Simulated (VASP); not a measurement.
Here is a VASP 6.6.1 calculation.

POSCAR

```
AlN
1.0
    3.1066956632      0.0000000000      0.0000000000
   -1.5533478316      2.6904773662      0.0000000000
    0.0000000000      0.0000000000      4.9785179513
Al N
2 2
Direct
    0.3333333333      0.6666666667     -0.0008019551
    0.6666666667      0.3333333333      0.4991980449
    0.3333333333      0.6666666667      0.3808019551
    0.6666666667      0.3333333333      0.8808019551
```

File INCAR.step1:

```
  ALGO = Normal
  EDIFF = 1E-4
  ENCUT = 520
  GGA = PE
  ISMEAR = -1
  LASPH = True
  LCHARG = False
  LREAL = False
  LWAVE = True
  NBANDS = 16
  NELM = 100
  PREC = Accurate
  SIGMA = 0.08
```

The input INCAR.step2:

```
  ALGO = Normal
  EDIFF = 1E-6
  ENCUT = 520
  ISIF = 2
  ISMEAR = -1
  ISTART = 1
  LASPH = True
  LCHARG = True
  LELF = True
  LMIXTAU = True
  LREAL = False
  LVHAR = True
  LWAVE = False
  METAGGA = R2SCAN
  NBANDS = 16
  NELM = 100
  PREC = Accurate
  SIGMA = 0.08
```

File KPOINTS:

```
k-points
0
Gamma
  12 12 6
```

Potentials or basis: VASP PAW PBE potentials, release 64 (Al, N).

Launch:

```sh
$ cat potpaw_PBE.64/Al/POTCAR potpaw_PBE.64/N/POTCAR > POTCAR
$ cp INCAR.step1 INCAR
$ mpirun -np 1 vasp_std > vasp.out
$ cp INCAR.step2 INCAR
$ mpirun -np 1 vasp_std > vasp.out
```

Problem. Predict the band gap on the k mesh.

Solution. 4.92 eV, direct.

Problem. Predict the pressure.

Solution. -0.4 GPa.

Forces in eV/Å, atoms in the order of the input:
```
Al   0.000  0.000 -0.003
Al   0.000  0.000 -0.003
N    0.000  0.000  0.003
N    0.000  0.000  0.003
```

Caveat: the PAW data sets were made with another functional, which shifts forces and pressure a little. A k mesh can miss the band edges.
